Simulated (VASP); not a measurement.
# Rb2NbP2 (I4/mmm) in VASP: single point with PBE

Aim: the single point of Rb2NbP2 with PBE.

Program: VASP 6.6.1. These are calculated values, not measurements. Logs are shortened: lines on timing, memory, paths and dates and some standing lists are left out, and cuts for length are marked.

## 1. The cell of the first run

The structure is tetragonal, space group I4/mmm (No. 139). Conventional cell: a = 3.978 Å, b = 3.978 Å, c = 14.328 Å, α = 90.00°, β = 90.00°, γ = 90.00°. Rb (site symmetry -4m2) has 4 Rb at 2.81 Å and 4 P at 3.20 Å within 3.7 Å. Nb (site symmetry 4/mmm) has 8 P at 3.01 Å and 4 Nb at 3.98 Å and 8 Rb at 4.10 Å within 4.1 Å. Within 2.8 Å of P (site symmetry 4mm) lie 1 P at 2.15 Å.

## 2. Single point, PBE

File INCAR:

```
SYSTEM = Rb2NbP2
PREC = Accurate
ENCUT = 520
EDIFF = 1E-6
ISMEAR = 0
SIGMA = 0.1
LREAL = .False.
LASPH = .True.
NELM = 100
ALGO = Normal
ISIF = 2
LWAVE = .False.
LCHARG = .False.
GGA = PE
NBANDS = 28
```

File KPOINTS:

```
Automatic mesh
0
Gamma
  6 6 6
  0 0 0
```

File POSCAR:

```
Rb2NbP2
1.0
   -1.9887854768      1.9887854768      7.1637671465
    1.9887854768     -1.9887854768      7.1637671465
    1.9887854768      1.9887854768     -7.1637671465
Rb Nb P
2 1 2
Direct
    0.2500000000      0.7500000000      0.5000000000
    0.7500000000      0.2500000000      0.5000000000
    0.0000000000      0.0000000000      0.0000000000
    0.5750792578      0.5750792578      0.0000000000
    0.4249207422      0.4249207422      0.0000000000
```

Potentials or basis: VASP PAW PBE potentials, release 64 (Rb_sv, Nb_sv, P).

Started as:

```
cat potpaw_PBE.64/Rb_sv/POTCAR potpaw_PBE.64/Nb_sv/POTCAR potpaw_PBE.64/P/POTCAR > POTCAR
mpirun -np 1 vasp_std > vasp.out
```

OUTCAR:

```text
SYSTEM = Rb2NbP2
   PREC = Accurate
   ENCUT = 520
   EDIFF = 1E-6
   ISMEAR = 0
   LREAL = .False.
   LASPH = .True.
   NELM = 100
   ISIF = 2
   GGA = PE

 ion  position               nearest neighbor table
   1  0.250  0.750  0.500-   2 2.81   2 2.81   2 2.81   2 2.81   5 3.20   4 3.20   4 3.20   5 3.20
                             3 4.10   3 4.10   3 4.10   3 4.10
   2  0.750  0.250  0.500-   1 2.81   1 2.81   1 2.81   1 2.81   5 3.20   4 3.20   4 3.20   5 3.20
                             3 4.10   3 4.10   3 4.10   3 4.10
   3  0.000  0.000  0.000-   2 4.10   1 4.10   1 4.10   2 4.10   1 4.10   2 4.10   2 4.10   1 4.10

   4  0.575  0.575  0.000-   5 2.15   2 3.20   1 3.20   1 3.20   2 3.20
   5  0.425  0.425  0.000-   4 2.15   2 3.20   1 3.20   1 3.20   2 3.20

 -----------------------------------------------------------------------------
|                                                                             |
|           W    W    AA    RRRRR   N    N  II  N    N   GGGG   !!!           |
|           W    W   A  A   R    R  NN   N  II  NN   N  G    G  !!!           |
|           W    W  A    A  R    R  N N  N  II  N N  N  G       !!!           |
|           W WW W  AAAAAA  RRRRR   N  N N  II  N  N N  G  GGG   !            |
|           WW  WW  A    A  R   R   N   NN  II  N   NN  G    G                |
|           W    W  A    A  R    R  N    N  II  N    N   GGGG   !!!           |
|                                                                             |
|     The distance between some ions is very small. Please check the          |
|     nearest-neighbor list in the OUTCAR file.                               |
|     I HOPE YOU KNOW WHAT YOU ARE DOING!                                     |
|                                                                             |
 -----------------------------------------------------------------------------

  LATTYP: Found a body centered tetragonal cell.
 ALAT       =     3.9775709536
 C/A-ratio  =     3.6020813859

  Lattice vectors:

 A1 = (  -1.9887854768,   1.9887854768,   7.1637671465)
 A2 = (   1.9887854768,  -1.9887854768,   7.1637671465)
 A3 = (   1.9887854768,   1.9887854768,  -7.1637671465)

Analysis of symmetry for initial positions (statically):
=====================================================================
 Subroutine PRICEL returns:
 Original cell was already a primitive cell.

 Routine SETGRP: Setting up the symmetry group for a
 body centered tetragonal supercell.

 Subroutine GETGRP returns: Found 16 space group operations
 (whereof 16 operations were pure point group operations)
 out of a pool of 16 trial point group operations.

The static configuration has the point symmetry D_4h.

Analysis of symmetry for dynamics (positions and initial velocities):
=====================================================================
 Subroutine PRICEL returns:
 Original cell was already a primitive cell.

 Routine SETGRP: Setting up the symmetry group for a
 body centered tetragonal supercell.

 Subroutine GETGRP returns: Found 16 space group operations
 (whereof 16 operations were pure point group operations)
 out of a pool of 16 trial point group operations.

The dynamic configuration has the point symmetry D_4h.

 Subroutine INISYM returns: Found 16 space group operations
 (whereof 16 operations are pure point group operations),
 and found     1 'primitive' translations

----------------------------------------------------------------------------------------

                                     Primitive cell

  volume of cell :     113.3385

  direct lattice vectors                    reciprocal lattice vectors
    -1.988785477  1.988785477  7.163767146     0.000000000  0.251409720  0.069795680
     1.988785477 -1.988785477  7.163767146     0.251409720  0.000000000  0.069795680
     1.988785477  1.988785477 -7.163767146     0.251409720  0.251409720  0.000000000

  length of vectors
     7.696109087  7.696109087  7.696109087     0.260918156  0.260918156  0.355547036

  position of ions in fractional coordinates (direct lattice)
     0.250000000  0.750000000  0.500000000
     0.750000000  0.250000000  0.500000000
     0.000000000  0.000000000  0.000000000
     0.575079258  0.575079258  0.000000000
     0.424920742  0.424920742  0.000000000

  ion indices of the primitive-cell ions
   primitive index   ion index
                 1           1
                 2           2
                 3           3
                 4           4
                 5           5

----------------------------------------------------------------------------------------

 KPOINTS: Automatic mesh

Automatic generation of k-mesh.
 Grid dimensions read from file:
 generate k-points for:    6    6    6

 Generating k-lattice:

  Cartesian coordinates                     Fractional coordinates (reciprocal lattice)
     0.000000000  0.041901620  0.011632613     0.166666667  0.000000000  0.000000000
     0.041901620  0.000000000  0.011632613     0.000000000  0.166666667  0.000000000
     0.041901620  0.041901620  0.000000000     0.000000000  0.000000000  0.166666667

  Length of vectors
     0.043486359  0.043486359  0.059257839

  Shift w.r.t. Gamma in fractional coordinates (k-lattice)
     0.000000000  0.000000000  0.000000000

 Subroutine IBZKPT returns following result:
 ===========================================

 Found     30 irreducible k-points:

 Following reciprocal coordinates:
            Coordinates               Weight
  0.000000  0.000000  0.000000      1.000000
  0.166667 -0.000000  0.000000      8.000000
  0.333333  0.000000  0.000000      8.000000
  0.500000 -0.000000  0.000000      4.000000
  0.166667  0.166667  0.000000      8.000000
  0.333333  0.166667  0.000000     16.000000
[... 16 lines left out ...]
 -0.333333 -0.333333  0.166667      8.000000
 -0.166667 -0.333333  0.166667      8.000000
 [... further k-points ...]
   k-points           NKPTS =     30   k-points in BZ     NKDIM =     30   number of bands    NBANDS=     28
   number of dos      NEDOS =    301   number of ions     NIONS =      5
   total plane-waves  NPLWV = 216000
   dimension x,y,z NGX =    60 NGY =   60 NGZ =   60
   dimension x,y,z NGXF=   120 NGYF=  120 NGZF=  120
   ions per type =               2   1   2
   NGX,Y,Z   is equivalent  to a cutoff of  12.96, 12.96, 12.96 a.u.
   NGXF,Y,Z  is equivalent  to a cutoff of  25.92, 25.92, 25.92 a.u.
 SYSTEM =  Rb2NbP2
   PREC   = accura    normal or accurate (medium, high low for compatibility)
   ISTART =      0    job   : 0-new  1-cont  2-samecut
   ICHARG =      2    charge: 1-file 2-atom 10-const
   ISPIN  =      1    spin polarized calculation?
   LNONCOLLINEAR =      F non collinear calculations
   LSORBIT =      F    spin-orbit coupling
   LASPH  =      T    aspherical Exc in radial PAW
   ENCUT  =  520.0 eV  38.22 Ry    6.18 a.u.  14.31 14.31 14.31*2*pi/ulx,y,z
   NELM   =    100;   NELMIN=  2; NELMDL= -5     # of ELM steps
   EDIFF  = 0.1E-05   stopping-criterion for ELM
   LREAL  =      F    real-space projection
   EDIFFG = 0.1E-04   stopping-criterion for IOM
   NSW    =      0    number of steps for IOM
   IBRION =     -1    ionic relax: 0-MD 1-quasi-New 2-CG
   NFREE  =      0    steps in history (QN), initial steepest desc. (CG)
   ISIF   =      2    stress and relaxation
   ISYM   =      2    0-nonsym 1-usesym 2-fastsym
   POTIM  = 0.5000    time-step for ionic-motion
   TEBEG  =    0.0;   TEEND  =   0.0 temperature during run
   PSTRESS=    0.0 pullay stress
   NELECT =      41.0000    total number of electrons
   NUPDOWN=      -1.0000    fix difference up-down
   EMIN   =  10.00;   EMAX   =-10.00  energy-range for DOS
   EFERMI =   0.00;   METHOD = LEGACY
   ISMEAR =     0;   SIGMA  =   0.10  broadening in eV -4-tet -1-fermi 0-gaus
   EFERMI_NEDOS =   21; number of points for ismear=-14 and -15
   IALGO  =     38    algorithm
   IMIX   =      4    mixing-type and parameters
     AMIX     =   0.40;   BMIX     =  1.00
     AMIX_MAG =   1.60;   BMIX_MAG =  1.00
  volume/ion in A,a.u.               =      22.67       152.97
  Fermi-wavevector in a.u.,A,eV,Ry     =   1.166479  2.204326 18.513091  1.360674
  Thomas-Fermi vector in A             =   2.302992
   LORBIT       =      0    0 simple, 1 ext, 2 COOP (PROOUT), +10 PAW based schemes
   GGA     = PE    functional components
   LHFCALC =     F    Hartree Fock is set to
   AEXX    =    0.0000 exact exchange contribution
   IVDW    =     0    specifies the selected vdW correction
   LEPSILON=     F    determine dielectric tensor
   LRPA    =     F    only Hartree local field effects (RPA)
 non-spin polarized calculation
 Gauss-broadening in eV      SIGMA  =   0.10
  energy-cutoff  :      520.00
  volume of cell :      113.34
 maximum number of plane-waves:      3098
 NGX is ok and might be reduce to    60
   NGX = 29   NGY = 29   NGZ = 29

 number of electron      40.9999999 magnetization

 Free energy of the ion-electron system (eV)
  ---------------------------------------------------
  ext. energy  EPLUGINS =         0.00000000
  ---------------------------------------------------
  free energy    TOTEN  =       -19.77261996 eV

  energy without entropy =      -19.75176074  energy(sigma->0) =      -19.76219035

 E-fermi :   6.0300     XC(G=0): -10.0813

 val. band max:        5.9958156625   @ k =  -0.1667   0.5000   0.1667
 cond. band min:       6.0514491395   @ k =  -0.1667   0.3333   0.1667
 fundamental gap:      0.0556334770
 Fermi energy:         6.0299648605

 k-point     1 :       0.0000    0.0000    0.0000
  band No.  band energies     occupation
      1     -49.8975      2.00000
      2     -26.0082      2.00000
      3     -26.0082      2.00000
      4     -25.6335      2.00000
      5     -23.6878      2.00000
      6     -22.0428      2.00000
[... 20 lines left out ...]
     27       8.5774      0.00000
     28       8.5776      0.00000
[... 683 lines left out ...]
 k-point    24 :      -0.1667   -0.3333    0.1667
  band No.  band energies     occupation
      1     -49.8972      2.00000
      2     -26.0169      2.00000
      3     -26.0074      2.00000
      4     -25.6328      2.00000
      5     -23.5872      2.00000
      6     -22.1639      2.00000
[... 20 lines left out ...]
     27       8.2024      0.00000
     28       9.1021      0.00000

 [... further k-points ...]

------------------------ aborting loop because EDIFF is reached ----------------------------------------

  FORCE on cell =-STRESS in cart. coord.  units (eV):
  Direction    XX          YY          ZZ          XY          YZ          ZX
  --------------------------------------------------------------------------------------
  -------------------------------------------------------------------------------------
  Total        0.2271767      0.2271767      0.1856900      0.0000000      0.0000000      0.0000000
  in kB        3.2114190      3.2114190      2.6249541      0.0000000      0.0000000      0.0000000
  external PRESSURE =       3.0159307 kB  Pullay stress =       0.0000000 kB

 VOLUME and BASIS-vectors are now :
 -----------------------------------------------------------------------------
  energy-cutoff  :      520.00
  volume of cell :      113.34
      direct lattice vectors                 reciprocal lattice vectors
    -1.988785477  1.988785477  7.163767146     0.000000000  0.251409720  0.069795680
     1.988785477 -1.988785477  7.163767146     0.251409720  0.000000000  0.069795680
     1.988785477  1.988785477 -7.163767146     0.251409720  0.251409720  0.000000000

 POSITION                                       TOTAL-FORCE (eV/Angst)
 -----------------------------------------------------------------------------------
      1.98879      0.00000      3.58188         0.000000      0.000000      0.000000
      0.00000      1.98879      3.58188         0.000000      0.000000     -0.000000
      0.00000      0.00000      0.00000         0.000000      0.000000     -0.000000
      0.00000      0.00000      8.23947        -0.000000     -0.000000     -0.048592
      0.00000      0.00000      6.08807         0.000000      0.000000      0.048592
 -----------------------------------------------------------------------------------
    total drift:                               -0.000000      0.000000      0.000000

  FREE ENERGIE OF THE ION-ELECTRON SYSTEM (eV)
  ---------------------------------------------------
  free  energy   TOTEN  =       -19.7726199590 eV

  energy  without entropy=      -19.7517607375  energy(sigma->0) =      -19.76219035
```

Run time: 9.1 min. Hardware: 1 thread of Oxide Virtual Turin-like, shared host; peak memory 0.46 GiB.

Results:

```
Free energy            : -19.7726 eV
Pressure               : 0.3 GPa
Largest force          : 0.049 eV/Å
Band gap on the k mesh : zero (an odd number of electrons rules out a gap without spin polarisation)
```

Forces in eV/Å, atoms in the order of the input:
```
Rb   0.000  0.000  0.000
Rb   0.000  0.000  0.000
Nb   0.000  0.000  0.000
P    0.000  0.000 -0.049
P    0.000  0.000  0.049
```
